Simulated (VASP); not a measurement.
Crystal: Os.

```xyz
1
Lattice="-1.5180 1.5180 1.5180 1.5180 -1.5180 1.5180 1.5180 1.5180 -1.5180" Properties=species:S:1:pos:R:3 pbc="T T T"
Os    0.0000    0.0000    0.0000
```

This isn't the form of Os at room conditions, which is hcp.

* Program: VASP 6.6.1
* Task: relaxation of cell and atoms
* Functional: LDA
* Potentials or basis: VASP PAW LDA potentials, release 64 (Os)
* Cutoff: 600 eV
* k mesh: 14 × 14 × 14
* Occupations: fermi-dirac, width 0.1 eV
* Spin: no spin polarisation

At the start: pressure 6.2 GPa; volume 13.99 Å³/atom.

Question: How do energy, volume and symmetry change on relaxing?

Answer: Over 4 steps the energy falls by 4.0 meV/atom and the volume is 14.20 Å³/atom (+1.5 %); space group Im-3m (No. 229, to 0.1 Å) before and after.

The path:
```
step  energy change (eV)  largest force (eV/Å)  pressure (GPa)  volume (Å³)
   1              0.0000                0.0000            6.18        13.99
   2              0.0617                0.0000          -21.65        15.11
   3             -0.0040                0.0000           -0.18        14.21
   4             -0.0040                0.0000           -0.03        14.20
```

Final structure:
```yaml
crystal:
  lattice:
    - [-1.52548, 1.52548, 1.52548]
    - [1.52548, -1.52548, 1.52548]
    - [1.52548, 1.52548, -1.52548]
  atoms:
    - { symbol: Os, position: [0.00000, 0.00000, 0.00000] }
```
